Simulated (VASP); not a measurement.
# KF (P6_3/mmc) in VASP: settings compared

Aim: see how the results for KF move with the level of theory and the settings. Levels: r2SCAN, PBEsol, PBE. Tasks: single point, relaxation of cell and atoms.

All numbers are computed with VASP 6.6.1; they aren't measurements. Logs are shortened: lines on timing, memory, paths and dates and some standing lists are left out, and cuts for length are marked.

### 1 The cell of the first run

Symmetry: P6_3/mmc, No. 194, hexagonal system. Conventional cell: a = 4.485 Å, b = 4.485 Å, c = 5.272 Å, α = 90.00°, β = 90.00°, γ = 120.00°. K (site symmetry -6m2) has 5 F at 2.59 to 2.64 Å within 3.4 Å. F (site symmetry -6m2) has 5 K at 2.59 to 2.64 Å within 3.4 Å.

### 2 Single point, r2SCAN

Contents of POSCAR:

```
KF
1.0
    4.4847157551      0.0000000000      0.0000000000
   -2.2423578776      3.8838777727      0.0000000000
    0.0000000000      0.0000000000      5.2716950010
K F
2 2
Direct
    0.3333333333      0.6666666667      0.2500000000
    0.6666666667      0.3333333333      0.7500000000
    0.6666666667      0.3333333333      0.2500000000
    0.3333333333      0.6666666667      0.7500000000
```

Contents of INCAR.step1:

```
  ALGO = Normal
  EDIFF = 1E-4
  ENCUT = 520
  GGA = PE
  ISMEAR = -1
  LASPH = True
  LCHARG = False
  LREAL = False
  LWAVE = True
  NBANDS = 24
  NELM = 60
  PREC = Accurate
  SIGMA = 0.02
```

Contents of INCAR.step2:

```
  ALGO = Normal
  EDIFF = 1E-7
  ENCUT = 520
  ISIF = 2
  ISMEAR = -1
  ISTART = 1
  LASPH = True
  LCHARG = True
  LELF = True
  LMIXTAU = True
  LREAL = False
  LVHAR = True
  LWAVE = False
  METAGGA = R2SCAN
  NBANDS = 24
  NELM = 60
  PREC = Accurate
  SIGMA = 0.02
```

Contents of KPOINTS:

```
k-points
0
Gamma
  6 6 4
```

Potentials or basis: VASP PAW PBE potentials, release 64 (K_sv, F).

On the command line:

```console
cat potpaw_PBE.64/K_sv/POTCAR potpaw_PBE.64/F/POTCAR > POTCAR
cp INCAR.step1 INCAR
mpirun -np 1 vasp_std > vasp.out
cp INCAR.step2 INCAR
mpirun -np 1 vasp_std > vasp.out
```

OUTCAR:

```text
EDIFF = 1E-7
   ENCUT = 520
   ISIF = 2
   ISMEAR = -1
   ISTART = 1
   LASPH = True
   LREAL = False
   METAGGA = R2SCAN
   NELM = 60
   PREC = Accurate

 ion  position               nearest neighbor table
   1  0.333  0.667  0.250-   3 2.59   3 2.59   3 2.59   4 2.64   4 2.64   2 3.69   2 3.69   2 3.69
                             2 3.69   2 3.69   2 3.69
   2  0.667  0.333  0.750-   4 2.59   4 2.59   4 2.59   3 2.64   3 2.64   1 3.69   1 3.69   1 3.69
                             1 3.69   1 3.69   1 3.69
   3  0.667  0.333  0.250-   1 2.59   1 2.59   1 2.59   2 2.64   2 2.64
   4  0.333  0.667  0.750-   2 2.59   2 2.59   2 2.59   1 2.64   1 2.64

  LATTYP: Found a hexagonal cell.
 ALAT       =     4.4847157551
 C/A-ratio  =     1.1754802955

  Lattice vectors:

 A1 = (   4.4847157551,   0.0000000000,   0.0000000000)
 A2 = (  -2.2423578776,   3.8838777727,   0.0000000000)
 A3 = (   0.0000000000,   0.0000000000,   5.2716950010)

Analysis of symmetry for initial positions (statically):
=====================================================================
 Subroutine PRICEL returns:
 Original cell was already a primitive cell.

 Routine SETGRP: Setting up the symmetry group for a
 hexagonal supercell.

 Subroutine GETGRP returns: Found 24 space group operations
 (whereof 12 operations were pure point group operations)
 out of a pool of 24 trial point group operations.

The static configuration has the point symmetry D_3d.
 The point group associated with its full space group is D_6h.

Analysis of symmetry for dynamics (positions and initial velocities):
=====================================================================
 Subroutine PRICEL returns:
 Original cell was already a primitive cell.

 Routine SETGRP: Setting up the symmetry group for a
 hexagonal supercell.

 Subroutine GETGRP returns: Found 24 space group operations
 (whereof 12 operations were pure point group operations)
 out of a pool of 24 trial point group operations.

The dynamic configuration has the point symmetry D_3d.
 The point group associated with its full space group is D_6h.

 Subroutine INISYM returns: Found 24 space group operations
 (whereof 12 operations are pure point group operations),
 and found     1 'primitive' translations

----------------------------------------------------------------------------------------

                                     Primitive cell

  volume of cell :      91.8228

  direct lattice vectors                    reciprocal lattice vectors
     4.484715755  0.000000000  0.000000000     0.222979572  0.128737316  0.000000000
    -2.242357878  3.883877773  0.000000000     0.000000000  0.257474632  0.000000000
     0.000000000  0.000000000  5.271695001     0.000000000  0.000000000  0.189692310

  length of vectors
     4.484715755  4.484715755  5.271695001     0.257474632  0.257474632  0.189692310

  position of ions in fractional coordinates (direct lattice)
     0.333333333  0.666666667  0.250000000
     0.666666667  0.333333333  0.750000000
     0.666666667  0.333333333  0.250000000
     0.333333333  0.666666667  0.750000000

  ion indices of the primitive-cell ions
   primitive index   ion index
                 1           1
                 2           2
                 3           3
                 4           4

----------------------------------------------------------------------------------------

 KPOINTS: k-points

Automatic generation of k-mesh.
 Grid dimensions read from file:
 generate k-points for:    6    6    4

 Generating k-lattice:

  Cartesian coordinates                     Fractional coordinates (reciprocal lattice)
     0.037163262  0.021456219  0.000000000     0.166666667  0.000000000  0.000000000
     0.000000000  0.042912439  0.000000000     0.000000000  0.166666667  0.000000000
     0.000000000  0.000000000  0.047423077     0.000000000  0.000000000  0.250000000

  Length of vectors
     0.042912439  0.042912439  0.047423077

  Shift w.r.t. Gamma in fractional coordinates (k-lattice)
     0.000000000  0.000000000  0.000000000

[... 41 lines left out ...]
 non-spin polarized calculation
  energy-cutoff  :      520.00
  volume of cell :       91.82
 maximum number of plane-waves:      2494
 NGX is ok and might be reduce to    36
   NGX = 17   NGY = 17   NGZ = 19

 number of electron      32.0000011 magnetization

 Free energy of the ion-electron system (eV)
  ---------------------------------------------------
  ext. energy  EPLUGINS =         0.00000000
  ---------------------------------------------------
  free energy    TOTEN  =       -29.70091806 eV

  energy without entropy =      -29.70091806  energy(sigma->0) =      -29.70091806

 E-fermi :  -3.3440     XC(G=0):  -7.7873

 val. band max:       -3.8339983569   @ k =   0.0000   0.0000   0.0000
 cond. band min:       2.1201405935   @ k =   0.0000   0.0000   0.0000
 fundamental gap:      5.9541389503
 Fermi energy:        -3.3440406891

 k-point     1 :       0.0000    0.0000    0.0000
  band No.  band energies     occupation
      1     -31.0335      2.00000
      2     -30.9202      2.00000
      3     -23.6623      2.00000
      4     -23.6346      2.00000
      5     -14.0282      2.00000
      6     -13.8162      2.00000
[... 16 lines left out ...]
     23       7.9406      0.00000
     24       9.0289      0.00000

 k-point     2 :       0.1667    0.0000    0.0000
  band No.  band energies     occupation
      1     -31.0230      2.00000
      2     -30.9229      2.00000
      3     -23.6738      2.00000
      4     -23.6490      2.00000
      5     -13.9959      2.00000
      6     -13.8378      2.00000
[... 16 lines left out ...]
     23       8.0954      0.00000
     24       9.2289      0.00000

 k-point     3 :       0.3333    0.0000    0.0000
  band No.  band energies     occupation
      1     -30.9980      2.00000
      2     -30.9324      2.00000
      3     -23.6955      2.00000
      4     -23.6787      2.00000
      5     -13.9139      2.00000
      6     -13.8773      2.00000
[... 16 lines left out ...]
     23       8.4735      0.00000
     24       8.4798      0.00000
[... 433 lines left out ...]
 k-point    20 :       0.3333    0.1667    0.5000
  band No.  band energies     occupation
      1     -30.9576      2.00000
      2     -30.9576      2.00000
      3     -23.7284      2.00000
      4     -23.7284      2.00000
      5     -13.7928      2.00000
      6     -13.7928      2.00000
[... 16 lines left out ...]
     23       8.5786      0.00000
     24       8.5786      0.00000

 k-point    21 :       0.3333    0.3333    0.5000
  band No.  band energies     occupation
      1     -30.9556      2.00000
      2     -30.9556      2.00000
      3     -23.7348      2.00000
      4     -23.7348      2.00000
      5     -13.8161      2.00000
      6     -13.8161      2.00000
[... 16 lines left out ...]
     23       8.5931      0.00000
     24       8.5931      0.00000

------------------------ aborting loop because EDIFF is reached ----------------------------------------

  FORCE on cell =-STRESS in cart. coord.  units (eV):
  Direction    XX          YY          ZZ          XY          YZ          ZX
  --------------------------------------------------------------------------------------
  -------------------------------------------------------------------------------------
  Total       -0.0102851     -0.0102851      0.0087929      0.0000000      0.0000000      0.0000000
  in kB       -0.1794611     -0.1794611      0.1534233      0.0000000      0.0000000      0.0000000
  external PRESSURE =      -0.0684996 kB  Pullay stress =       0.0000000 kB

 VOLUME and BASIS-vectors are now :
 -----------------------------------------------------------------------------
  energy-cutoff  :      520.00
  volume of cell :       91.82
      direct lattice vectors                 reciprocal lattice vectors
     4.484715755  0.000000000  0.000000000     0.222979572  0.128737316  0.000000000
    -2.242357878  3.883877773  0.000000000     0.000000000  0.257474632  0.000000000
     0.000000000  0.000000000  5.271695001     0.000000000  0.000000000  0.189692310

 POSITION                                       TOTAL-FORCE (eV/Angst)
 -----------------------------------------------------------------------------------
     -0.00000      2.58925      1.31792         0.000000     -0.000000      0.000000
      2.24236      1.29463      3.95377        -0.000000     -0.000000      0.000000
      2.24236      1.29463      1.31792        -0.000000      0.000000      0.000000
     -0.00000      2.58925      3.95377         0.000000      0.000000      0.000000
 -----------------------------------------------------------------------------------
    total drift:                                0.000000     -0.000000      0.000000

  FREE ENERGIE OF THE ION-ELECTRON SYSTEM (eV)
  ---------------------------------------------------
  free  energy   TOTEN  =       -29.7009180550 eV

  energy  without entropy=      -29.7009180550  energy(sigma->0) =      -29.70091806
```

It took 1.9 min on 1 thread of AMD EPYC 9R45 (Zen 5), shared host; peak memory 0.21 GiB.

Results:

- Free energy: -29.7009 eV
- Pressure: 0.0 GPa
- Band gap on the k mesh: 5.95 eV, direct

Levels at points of the mesh, in eV from the valence-band top:
```tsv
k point	band 12	band 13	band 14	band 15	band 16	band 17	band 18	band 19	band 20	band 21
(0.00, 0.00, 0.00)	-0.30	-0.30	-0.30	-0.15	0.00	5.95	10.73	11.27	11.27	11.67
(0.50, 0.00, 0.00)	-0.33	-0.18	-0.12	-0.11	-0.08	7.78	9.45	9.99	10.32	11.89
(0.00, 0.00, 0.50)	-0.47	-0.33	-0.33	-0.33	-0.33	7.58	7.58	11.73	11.73	11.73
(0.50, 0.00, 0.50)	-0.61	-0.30	-0.30	-0.17	-0.17	8.52	8.52	11.56	11.56	11.81
```

Caveat: the PAW data sets were made with another functional, which shifts forces and pressure a little.

### 3 Relaxation of cell and atoms, PBEsol

This run uses another cell than the first one, of 24.06 Å³/atom, 1.048 times its volume.

Contents of INCAR:

```
PREC     = Accurate       # precision mode
ENCUT    = 600            # plane-wave cutoff, eV
EDIFF    = 1E-7           # SCF threshold, eV
ISMEAR   = -1             # smearing method
SIGMA    = 0.02           # smearing width, eV
LREAL    = F              # projectors in reciprocal space
LASPH    = T              # aspherical terms in the spheres
NELM     = 80             # most SCF steps
ALGO     = Normal         # electronic algorithm
ISIF     = 3              # what is computed and relaxed
LWAVE    = F              # write WAVECAR
LCHARG   = F              # write CHGCAR
GGA      = PS             # functional
IBRION   = 2              # ionic algorithm
NSW      = 80             # ionic steps
EDIFFG   = -0.005         # ionic threshold
```

Contents of KPOINTS:

```
regular mesh
0
Gamma
  6 6 4
```

Contents of POSCAR:

```
KF
1.0
    4.5461919398      0.0000000000      0.0000000000
   -2.2730959699      3.9371177103      0.0000000000
    0.0000000000      0.0000000000      5.3759895421
K F
2 2
Direct
    0.3333333333      0.6666666667      0.2500000000
    0.6666666667      0.3333333333      0.7500000000
    0.6666666667      0.3333333333      0.2500000000
    0.3333333333      0.6666666667      0.7500000000
```

Potentials or basis: VASP PAW PBE potentials, release 64 (K_sv, F).

On the command line:

```console
cat potpaw_PBE.64/K_sv/POTCAR potpaw_PBE.64/F/POTCAR > POTCAR
mpirun -np 1 vasp_std > vasp.out
```

Wall time 92 s (1 thread of AMD EPYC 9R45 (Zen 5), shared host); peak memory 0.23 GiB.

Results (log left out):

```
Free energy                            : -16.8808 eV
Relaxed volume                         : 22.73 Å³/atom
Relaxed cell                           : a = 4.467 Å, b = 4.467 Å, c = 5.260 Å, α = 90.00°, β = 90.00°, γ = 120.00°
Space group after relaxing (to 0.05 Å) : P6_3/mmc (No. 194)
Energy gained by relaxing              : 5.8 meV/atom
Ionic steps                            : 5
Pressure after relaxing                : 0.0 GPa
Band gap on the k mesh                 : 5.44 eV, direct
```

Step by step:
```
step  energy change (eV)  largest force (eV/Å)  pressure (GPa)  volume (Å³)
   1              0.0000                0.0000           -1.31        96.22
   2             -0.0174                0.0000           -0.70        93.51
   3             -0.0232                0.0000           -0.05        91.08
   4             -0.0232                0.0000            0.00        90.93
   5             -0.0232                0.0000            0.00        90.92
```

Final structure:
```
CELL_PARAMETERS angstrom
4.46733 0.00000 0.00000
-2.23367 3.86882 0.00000
0.00000 0.00000 5.26050
ATOMIC_POSITIONS crystal
K 0.33333 0.66667 0.25000
K 0.66667 0.33333 0.75000
F 0.66667 0.33333 0.25000
F 0.33333 0.66667 0.75000
```

Levels at points of the mesh, in eV from the valence-band top:
```csv
k point,band 12,band 13,band 14,band 15,band 16,band 17,band 18,band 19,band 20
"(0.00, 0.00, 0.00)",-0.32,-0.31,-0.31,-0.15,0.00,5.44,9.98,10.47,10.47
"(0.50, 0.00, 0.00)",-0.36,-0.18,-0.13,-0.11,-0.09,7.45,8.89,9.14,9.56
"(0.00, 0.00, 0.50)",-0.51,-0.35,-0.35,-0.35,-0.35,7.09,7.09,10.97,10.97
"(0.50, 0.00, 0.50)",-0.65,-0.32,-0.32,-0.18,-0.18,8.13,8.13,10.75,10.75
```

Caveat: the PAW data sets were made with another functional, which shifts forces and pressure a little.

### 4 Single point, PBE

This run uses another cell than the first one, of 24.06 Å³/atom, 1.048 times its volume.

Contents of INCAR:

```
ALGO     = Normal         # electronic algorithm
EDIFF    = 1E-6           # SCF threshold, eV
ENCUT    = 520            # plane-wave cutoff, eV
GGA      = PE             # functional
ISIF     = 2              # what is computed and relaxed
ISMEAR   = -1             # smearing method
LASPH    = True           # aspherical terms in the spheres
LCHARG   = False          # write CHGCAR
LREAL    = False          # projectors in reciprocal space
LWAVE    = False          # write WAVECAR
NBANDS   = 24             # bands
NELM     = 100            # most SCF steps
PREC     = Accurate       # precision mode
SIGMA    = 0.02           # smearing width, eV
```

Contents of KPOINTS:

```
k-points
0
Gamma
  6 6 6
```

POSCAR is that of step 3.

On the command line:

```console
cat potpaw_PBE.64/K_sv/POTCAR potpaw_PBE.64/F/POTCAR > POTCAR
mpirun -np 1 vasp_std > vasp.out
```

It took 70 s on 1 thread of AMD EPYC 7R43 (Zen 3), shared host; peak memory 0.2 GiB.

It converged, with:

- Free energy: -16.4566 eV
- Pressure: 0.0 GPa
- Band gap on the k mesh: 5.23 eV, direct

Levels at points of the mesh, in eV from the valence-band top:
```csv
k point,band 12,band 13,band 14,band 15,band 16,band 17,band 18,band 19,band 20,band 21
"(0.00, 0.00, 0.00)",-0.28,-0.27,-0.27,-0.18,0.00,5.23,9.65,10.38,10.38,10.76
"(0.50, 0.00, 0.00)",-0.32,-0.18,-0.14,-0.10,-0.09,7.21,8.77,8.81,9.50,10.69
"(0.00, 0.00, 0.50)",-0.44,-0.30,-0.30,-0.30,-0.30,6.81,6.81,10.75,10.75,10.75
"(0.50, 0.00, 0.50)",-0.58,-0.27,-0.27,-0.16,-0.16,7.90,7.90,10.36,10.36,10.84
```

### 5 Relaxation of cell and atoms, PBE

This run uses another cell than the first one, of 17.41 Å³/atom, 0.759 times its volume.

Contents of INCAR:

```
SYSTEM = KF
PREC = Accurate
ENCUT = 600
EDIFF = 1E-7
ISMEAR = -1
SIGMA = 0.02
LREAL = .False.
LASPH = .True.
NELM = 100
ALGO = Normal
ISIF = 3
LWAVE = .False.
LCHARG = .False.
GGA = PE
IBRION = 2
NSW = 80
EDIFFG = -0.005
```

Contents of KPOINTS:

```
regular mesh
0
Gamma
  6 6 6
  0 0 0
```

Contents of POSCAR:

```
KF
1.0
    4.0071271868      0.0000000000      0.0000000000
   -2.0035635934      3.4702739400      0.0000000000
    0.0000000000      0.0000000000      5.0086428000
K F
2 2
Direct
    0.3333333333      0.6666666667      0.2500000000
    0.6666666667      0.3333333333      0.7500000000
    0.6666666667      0.3333333333      0.2500000000
    0.3333333333      0.6666666667      0.7500000000
```

On the command line:

```console
cat potpaw_PBE.64/K_sv/POTCAR potpaw_PBE.64/F/POTCAR > POTCAR
mpirun -np 1 vasp_std > vasp.out
```

It took 4.7 min on 1 thread of AMD EPYC 7R43 (Zen 3), shared host; peak memory 0.17 GiB.

The run converged. Its results:

* Free energy: -16.4235 eV
* Relaxed volume: 23.82 Å³/atom
* Relaxed cell: a = 4.524 Å, b = 4.524 Å, c = 5.377 Å, α = 90.00°, β = 90.00°, γ = 120.00°
* Space group after relaxing (to 0.05 Å): P6_3/mmc (No. 194)
* Energy gained by relaxing: 260.7 meV/atom
* Ionic steps: 9
* Pressure after relaxing: 0.0 GPa
* Band gap on the k mesh: 5.27 eV, direct

The path:
```csv
step,energy change (eV),largest force (eV/Å),pressure (GPa),volume (Å³)
1,0.0000,0.0000,16.66,69.65
2,-1.0054,0.0000,1.98,89.52
3,-1.0382,0.0000,0.57,93.50
4,-1.0419,0.0000,-0.01,95.36
5,-1.0417,0.0000,-0.18,95.93
6,-1.0424,0.0000,-0.07,95.54
7,-1.0428,0.0000,0.07,95.06
8,-1.0429,0.0000,0.04,95.20
9,-1.0429,0.0000,0.01,95.28
```

Final structure:
```
CELL_PARAMETERS angstrom
4.52356 0.00000 0.00000
-2.26178 3.91751 0.00000
0.00000 0.00000 5.37681
ATOMIC_POSITIONS crystal
K 0.33333 0.66667 0.25000
K 0.66667 0.33333 0.75000
F 0.66667 0.33333 0.25000
F 0.33333 0.66667 0.75000
```

Levels at points of the mesh, in eV from the valence-band top:
```csv
k point,band 12,band 13,band 14,band 15,band 16,band 17,band 18,band 19,band 20
"(0.00, 0.00, 0.00)",-0.28,-0.28,-0.28,-0.18,0.00,5.27,9.69,10.43,10.43
"(0.50, 0.00, 0.00)",-0.32,-0.17,-0.15,-0.09,-0.09,7.25,8.78,8.88,9.53
"(0.00, 0.00, 0.50)",-0.44,-0.30,-0.30,-0.30,-0.30,6.85,6.85,10.81,10.82
"(0.50, 0.00, 0.50)",-0.59,-0.27,-0.27,-0.16,-0.16,7.93,7.93,10.44,10.44
```

Caveat: the volume moved by over 15 % at a fixed basis, so the end points are rough. A k mesh can miss the band edges.

### 6 Overview

| task | level | cell | k mesh | cutoff (eV) | gap on the mesh (eV) | pressure (GPa) | relaxed volume (Å³/atom) |
| --- | --- | --- | --- | --- | --- | --- | --- |
| single point | r2SCAN | a = 4.485, b = 4.485, c = 5.272 Å, angles 90.0, 90.0, 120.0°, 4 atoms | 6 × 6 × 4 | 520 | 5.95 | 0.0 | - |
| relaxation of cell and atoms | PBEsol | relaxed from a = 4.546, b = 4.546, c = 5.376 Å, angles 90.0, 90.0, 120.0°, 4 atoms | 6 × 6 × 4 | 600 | 5.44 | 0.0 | 22.73 |
| single point | PBE | a = 4.546, b = 4.546, c = 5.376 Å, angles 90.0, 90.0, 120.0°, 4 atoms | 6 × 6 × 6 | 520 | 5.23 | 0.0 | - |
| relaxation of cell and atoms | PBE | relaxed from a = 4.007, b = 4.007, c = 5.009 Å, angles 90.0, 90.0, 120.0°, 4 atoms | 6 × 6 × 6 | 600 | 5.27 | 0.0 | 23.82 |

Alike in all rows: potentials or basis VASP PAW PBE potentials, release 64 (K_sv, F); no spin polarisation; smearing fermi-dirac 0.02 eV.

Caveats: the PAW data sets were made with another functional, which shifts forces and pressure a little (some runs); the volume moved by over 15 % at a fixed basis, so the end points are rough (some runs).

Total energies depend on the potentials used, so only differences within one code and one set of settings carry meaning.
